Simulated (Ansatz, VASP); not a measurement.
**Si3N2 in VASP and in Ansatz**

```xyz
5
Lattice="3.0066 1.7359 2.0088 -3.0066 1.7359 2.0088 0.0000 -3.4718 2.0088" Properties=species:S:1:pos:R:3 pbc="T T T"
Si   -1.5033    0.8679    1.0044
Si    0.0000   -1.7359    1.0044
Si    1.5033    0.8679    1.0044
N     0.0000    0.0000    4.4640
N     0.0000    0.0000    1.5624
```

Alike in both runs: functional PBE; k mesh 12 × 12 × 12; occupations gaussian, width 0.1 eV; no spin polarisation.

Ansatz relaxed the structure, and its values are those at the end. VASP's run is a single point on that final structure, the one shown.

```csv
,VASP,Ansatz
version,VASP 6.6.1,Ansatz 0.2.0
potentials or method,"VASP PAW PBE potentials, release 64 (Si, N), cutoff 520 eV","scalar-relativistic, plane waves, PAW"
valence electrons in the cell,22,22
```

|  | VASP | Ansatz | Ansatz less VASP |
| --- | --- | --- | --- |
| gap on the k mesh at the Fermi level (eV) | none | none | - |
| pressure (GPa) | 0.0 | 0.0 | +0.05 |

A gap of «none» marks a metal or a gap that the smearing closes.
